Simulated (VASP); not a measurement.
# SiC (F-43m) in VASP: notebook

Aim: see how the results for SiC move with the level of theory and the settings. Levels: BLYP, r2SCAN+D3(BJ). Tasks: single point.

Program: VASP 6.6.1. These are calculated values, not measurements. Logs are shortened: lines on timing, memory, paths and dates and some standing lists are left out, and cuts for length are marked.

**Measured values to compare with.**

“Insight into the structural, elastic and electronic properties of a new orthorhombic 6O-SiC polytype”, 2020, pmc:7200658 quotes, for a bulk crystal of SiC: band gap 2.4 eV (indirect).

The runs below are set against these values where they give the same quantity.

## Step 1: The cell of the first run

The structure is cubic, space group F-43m (No. 216). The conventional cell has a = 4.387 Å, b = 4.387 Å, c = 4.387 Å, α = 90.00°, β = 90.00°, γ = 90.00°. Within 2.5 Å of Si (site symmetry -43m) lie 4 C at 1.90 Å. Within 2.5 Å of C (site symmetry -43m) lie 4 Si at 1.90 Å.

## Step 2: Single point, BLYP

INCAR reads:

```
SYSTEM = SiC
PREC     = Accurate       ! precision mode
ENCUT    = 600            ! plane-wave cutoff, eV
EDIFF    = 1E-6           ! SCF threshold, eV
ISMEAR   = -1             ! smearing method
SIGMA    = 0.05           ! smearing width, eV
LREAL    = .False.        ! projectors in reciprocal space
LASPH    = .True.         ! aspherical terms in the spheres
NELM     = 120            ! most SCF steps
ALGO     = Normal         ! electronic algorithm
ISIF     = 2              ! what is computed and relaxed
LWAVE    = .False.        ! write WAVECAR
LCHARG   = .False.        ! write CHGCAR
GGA      = B5             ! functional
ALDAX    = 1.0          
AGGAX    = 1.0          
AGGAC    = 1.0          
ALDAC    = 0.0          
NBANDS   = 11             ! bands
GGA_COMPAT= .False.
```

KPOINTS reads:

```
regular mesh
0
Gamma
  10 10 10
  0 0 0
```

POSCAR reads:

```
SiC
1.0
    0.0000000000      2.1934308841      2.1934308841
    2.1934308841      0.0000000000      2.1934308841
    2.1934308841      2.1934308841      0.0000000000
Si C
1 1
Direct
    0.0000000000      0.0000000000      0.0000000000
    0.7500000000      0.7500000000      0.7500000000
```

Potentials or basis: VASP PAW PBE potentials, release 64 (Si, C).

The run is started by

```
$ cat potpaw_PBE.64/Si/POTCAR potpaw_PBE.64/C/POTCAR > POTCAR
$ mpirun -np 1 vasp_std > vasp.out
```

OUTCAR:

```text
SYSTEM = SiC
   PREC = Accurate
   ENCUT = 600
   EDIFF = 1E-6
   ISMEAR = -1
   LREAL = .False.
   LASPH = .True.
   NELM = 120
   ISIF = 2
   GGA = B5

 ion  position               nearest neighbor table
   1  0.000  0.000  0.000-   2 1.90   2 1.90   2 1.90   2 1.90
   2  0.750  0.750  0.750-   1 1.90   1 1.90   1 1.90   1 1.90

  LATTYP: Found a face centered cubic cell.
 ALAT       =     4.3868617682

  Lattice vectors:

 A1 = (   0.0000000000,   2.1934308841,   2.1934308841)
 A2 = (   2.1934308841,   0.0000000000,   2.1934308841)
 A3 = (   2.1934308841,   2.1934308841,   0.0000000000)

Analysis of symmetry for initial positions (statically):
=====================================================================
 Subroutine PRICEL returns:
 Original cell was already a primitive cell.

 Routine SETGRP: Setting up the symmetry group for a
 face centered cubic supercell.

 Subroutine GETGRP returns: Found 24 space group operations
 (whereof 24 operations were pure point group operations)
 out of a pool of 48 trial point group operations.

The static configuration has the point symmetry T_d .

Analysis of symmetry for dynamics (positions and initial velocities):
=====================================================================
 Subroutine PRICEL returns:
 Original cell was already a primitive cell.

 Routine SETGRP: Setting up the symmetry group for a
 face centered cubic supercell.

 Subroutine GETGRP returns: Found 24 space group operations
 (whereof 24 operations were pure point group operations)
 out of a pool of 48 trial point group operations.

The dynamic configuration has the point symmetry T_d .

 Subroutine INISYM returns: Found 24 space group operations
 (whereof 24 operations are pure point group operations),
 and found     1 'primitive' translations

----------------------------------------------------------------------------------------

                                     Primitive cell

  volume of cell :      21.1058

  direct lattice vectors                    reciprocal lattice vectors
     0.000000000  2.193430884  2.193430884    -0.227953387  0.227953387  0.227953387
     2.193430884  0.000000000  2.193430884     0.227953387 -0.227953387  0.227953387
     2.193430884  2.193430884  0.000000000     0.227953387  0.227953387 -0.227953387

[... 87 lines left out ...]
   IBRION =     -1    ionic relax: 0-MD 1-quasi-New 2-CG
   NFREE  =      0    steps in history (QN), initial steepest desc. (CG)
   ISIF   =      2    stress and relaxation
   ISYM   =      2    0-nonsym 1-usesym 2-fastsym
   POTIM  = 0.5000    time-step for ionic-motion
   TEBEG  =    0.0;   TEEND  =   0.0 temperature during run
   PSTRESS=    0.0 pullay stress
   NELECT =       8.0000    total number of electrons
   NUPDOWN=      -1.0000    fix difference up-down
   EMIN   =  10.00;   EMAX   =-10.00  energy-range for DOS
   EFERMI =   0.00;   METHOD = LEGACY
   ISMEAR =    -1;   SIGMA  =   0.05  broadening in eV -4-tet -1-fermi 0-gaus
   EFERMI_NEDOS =   21; number of points for ismear=-14 and -15
   IALGO  =     38    algorithm
   IMIX   =      4    mixing-type and parameters
     AMIX     =   0.40;   BMIX     =  1.00
     AMIX_MAG =   1.60;   BMIX_MAG =  1.00
  volume/ion in A,a.u.               =      10.55        71.21
  Fermi-wavevector in a.u.,A,eV,Ry     =   1.184780  2.238909 19.098532  1.403703
  Thomas-Fermi vector in A             =   2.320987
   LORBIT       =      0    0 simple, 1 ext, 2 COOP (PROOUT), +10 PAW based schemes
   GGA     = B5    functional components
   LHFCALC =     F    Hartree Fock is set to
   AEXX    =    0.0000 exact exchange contribution
   IVDW    =     0    specifies the selected vdW correction
   LEPSILON=     F    determine dielectric tensor
   LRPA    =     F    only Hartree local field effects (RPA)
 non-spin polarized calculation
  energy-cutoff  :      600.00
  volume of cell :       21.11
 maximum number of plane-waves:       725
 NGX is ok and might be reduce to    28
   NGX = 13   NGY = 13   NGZ = 13

 number of electron       8.0000000 magnetization

 Free energy of the ion-electron system (eV)
  ---------------------------------------------------
  ext. energy  EPLUGINS =         0.00000000
  ---------------------------------------------------
  free energy    TOTEN  =       -13.66333134 eV

  energy without entropy =      -13.66333134  energy(sigma->0) =      -13.66333134

 E-fermi :   9.1799     XC(G=0): -10.5674

 val. band max:        8.2971577880   @ k =   0.0000   0.0000   0.0000
 cond. band min:      10.0163559704   @ k =   0.5000   0.5000   0.0000
 fundamental gap:      1.7191981824
 Fermi energy:         9.1798742263

 k-point     1 :       0.0000    0.0000    0.0000
  band No.  band energies     occupation
      1      -6.8197      2.00000
      2       8.2972      2.00000
      3       8.2972      2.00000
      4       8.2972      2.00000
      5      14.4765      0.00000
      6      15.5488      0.00000
      7      15.5488      0.00000
      8      15.5488      0.00000
      9      22.9024      0.00000
     10      22.9024      0.00000
     11      24.7306      0.00000
[... 309 lines left out ...]
 k-point    24 :       0.4000    0.3000    0.0000
  band No.  band energies     occupation
      1      -3.7625      2.00000
      2       2.7898      2.00000
      3       5.2561      2.00000
      4       5.7492      2.00000
      5      11.4451      0.00000
      6      14.0399      0.00000
      7      19.7765      0.00000
      8      20.1097      0.00000
      9      21.9151      0.00000
     10      26.3948      0.00000
     11      29.4224      0.00000

 [... further k-points ...]

------------------------ aborting loop because EDIFF is reached ----------------------------------------

  FORCE on cell =-STRESS in cart. coord.  units (eV):
  Direction    XX          YY          ZZ          XY          YZ          ZX
  --------------------------------------------------------------------------------------
  -------------------------------------------------------------------------------------
  Total        0.5160990      0.5160990      0.5160990      0.0000000      0.0000000     -0.0000000
  in kB       39.1779501     39.1779501     39.1779501      0.0000000      0.0000000     -0.0000000
  external PRESSURE =      39.1779501 kB  Pullay stress =       0.0000000 kB

 VOLUME and BASIS-vectors are now :
 -----------------------------------------------------------------------------
  energy-cutoff  :      600.00
  volume of cell :       21.11
      direct lattice vectors                 reciprocal lattice vectors
     0.000000000  2.193430884  2.193430884    -0.227953387  0.227953387  0.227953387
     2.193430884  0.000000000  2.193430884     0.227953387 -0.227953387  0.227953387
     2.193430884  2.193430884  0.000000000     0.227953387  0.227953387 -0.227953387

 POSITION                                       TOTAL-FORCE (eV/Angst)
 -----------------------------------------------------------------------------------
      0.00000      0.00000      0.00000        -0.000000      0.000000      0.000000
      3.29015      3.29015      3.29015         0.000000     -0.000000     -0.000000
 -----------------------------------------------------------------------------------
    total drift:                                0.000000      0.000000      0.000000

  FREE ENERGIE OF THE ION-ELECTRON SYSTEM (eV)
  ---------------------------------------------------
  free  energy   TOTEN  =       -13.6633313387 eV

  energy  without entropy=      -13.6633313382  energy(sigma->0) =      -13.66333134
```

OSZICAR:

```text
N       E                     dE             d eps       ncg     rms          rms(c)
DAV:   1     0.858782480114E+01    0.85878E+01   -0.41429E+03  1050   0.685E+02
DAV:   2    -0.149260652267E+02   -0.23514E+02   -0.22464E+02  1288   0.121E+02
DAV:   3    -0.157779170226E+02   -0.85185E+00   -0.84998E+00  1256   0.191E+01
DAV:   4    -0.157818141368E+02   -0.38971E-02   -0.38967E-02  1215   0.162E+00
DAV:   5    -0.157818329970E+02   -0.18860E-04   -0.18860E-04  1253   0.106E-01    0.850E+00
DAV:   6    -0.136959612293E+02    0.20859E+01   -0.82850E+00  1169   0.129E+01    0.328E+00
DAV:   7    -0.136679599002E+02    0.28001E-01   -0.39672E-01  1226   0.373E+00    0.167E+00
DAV:   8    -0.136631700728E+02    0.47898E-02   -0.34370E-02  1208   0.122E+00    0.206E-01
DAV:   9    -0.136632408300E+02   -0.70757E-04   -0.18420E-03  1297   0.256E-01    0.124E-01
DAV:  10    -0.136633260743E+02   -0.85244E-04   -0.42705E-04  1148   0.120E-01    0.261E-02
DAV:  11    -0.136633308628E+02   -0.47885E-05   -0.71095E-05  1235   0.465E-02    0.175E-02
DAV:  12    -0.136633313387E+02   -0.47593E-06   -0.50123E-06  1202   0.125E-02
   1 F= -.13663331E+02 E0= -.13663331E+02  d E =-.553253E-09
```

It took 20 s on 1 thread of AMD EPYC 7R43 (Zen 3), shared host; peak memory 0.12 GiB.

Results:

* Free energy: -13.6633 eV
* Pressure: 3.9 GPa
* Band gap on the k mesh: 1.72 eV (least direct gap 4.81 eV)

Caveat: the cell stands under pressure; the PAW data sets were made with another functional, which shifts forces and pressure a little.

## Step 3: Single point, BLYP

This run uses another cell than the first one, of 10.76 Å³/atom.

INCAR reads:

```
PREC = Accurate ; ENCUT = 600
EDIFF = 1E-6 ; ISMEAR = -1
SIGMA = 0.05 ; LREAL = F
LASPH = T ; NELM = 120
ALGO = Normal ; ISIF = 2
LWAVE = F ; LCHARG = T
GGA = B5 ; ALDAX = 1.0
AGGAX = 1.0 ; AGGAC = 1.0
ALDAC = 0.0 ; LELF = T
LVHAR = T ; NBANDS = 11
GGA_COMPAT = F
```

KPOINTS reads:

```
Automatic mesh
0
Gamma
  10 10 10
```

POSCAR reads:

```
SiC
1.0
    0.0000000000      2.2076743409      2.2076743409
    2.2076743409      0.0000000000      2.2076743409
    2.2076743409      2.2076743409      0.0000000000
Si C
1 1
Direct
    0.0000000000      0.0000000000      0.0000000000
    0.7500000000      0.7500000000      0.7500000000
```

Potentials or basis: VASP PAW PBE potentials, release 64 (Si, C).

The run is started by

```
$ cat potpaw_PBE.64/Si/POTCAR potpaw_PBE.64/C/POTCAR > POTCAR
$ mpirun -np 1 vasp_std > vasp.out
```

It took 22 s on 1 thread of AMD EPYC 7R43 (Zen 3), shared host; peak memory 0.12 GiB.

The run converged. Its results:

| Property | Result |
| --- | --- |
| Free energy | -13.6686 eV |
| Pressure | 0.0 GPa |
| Band gap on the k mesh | 1.73 eV (least direct gap 4.79 eV) |

Levels at points of the mesh, in eV from the valence-band top:
```tsv
k point	band 1	band 2	band 3	band 4	band 5	band 6	band 7	band 8	band 9
(0.00, 0.00, 0.00)	-14.97	0.00	0.00	0.00	5.94	7.12	7.12	7.12	14.49
(0.50, 0.00, 0.00)	-11.60	-8.17	-1.04	-1.04	5.20	7.24	7.24	10.11	15.99
(0.50, 0.50, 0.00)	-10.19	-7.60	-3.06	-3.06	1.73	4.40	13.62	13.62	14.32
```

Caveat: the PAW data sets were made with another functional, which shifts forces and pressure a little.

[end of part 1 of 3]
